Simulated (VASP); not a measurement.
A run of VASP 6.6.1:

File INCAR:

```
SYSTEM = Ta2N
PREC = Accurate
ENCUT = 520
EDIFF = 1E-6
ISMEAR = 0
SIGMA = 0.15
LREAL = .FALSE.
LASPH = .TRUE.
NELM = 60
ALGO = Normal
ISIF = 2
LWAVE = .FALSE.
LCHARG = .FALSE.
NBANDS = 50
```

File KPOINTS:

```
regular mesh
0
G
  9 9 8
  0 0 0
```

Contents of POSCAR:

```
Ta2N
1.0
    5.1609728685      0.0000000000      0.0000000000
   -2.5804864342      4.4695336123      0.0000000000
    0.0000000000      0.0000000000      5.0128529472
Ta N
6 3
Direct
    0.6908347477      0.6908347477      0.7526041962
    0.0000000000      0.3091652523      0.7526041962
    0.3091652523      0.0000000000      0.7526041962
    0.3091652523      0.3091652523      0.2473958038
    0.0000000000      0.6908347477      0.2473958038
    0.6908347477      0.0000000000      0.2473958038
    0.6666666667      0.3333333333      0.5000000000
    0.3333333333      0.6666666667      0.5000000000
    0.0000000000      0.0000000000      0.0000000000
```

Potentials or basis: VASP PAW LDA potentials, release 64 (Ta_pv, N).

The run is started by

```console
$ cat potpaw_LDA.64/Ta_pv/POTCAR potpaw_LDA.64/N/POTCAR > POTCAR
$ mpirun -np 1 vasp_std > vasp.out
```

Hardware: 1 thread of AMD EPYC 9R45 96-Core Processor (Zen 5), with other jobs on the host.

Q: How long does it take, and how much memory?

A: Wall time 4 min on 1 thread of AMD EPYC 9R45 96-Core Processor (Zen 5), with other jobs on the host, peak memory 0.4 GiB. Counts: scf iterations 14, k points 81.
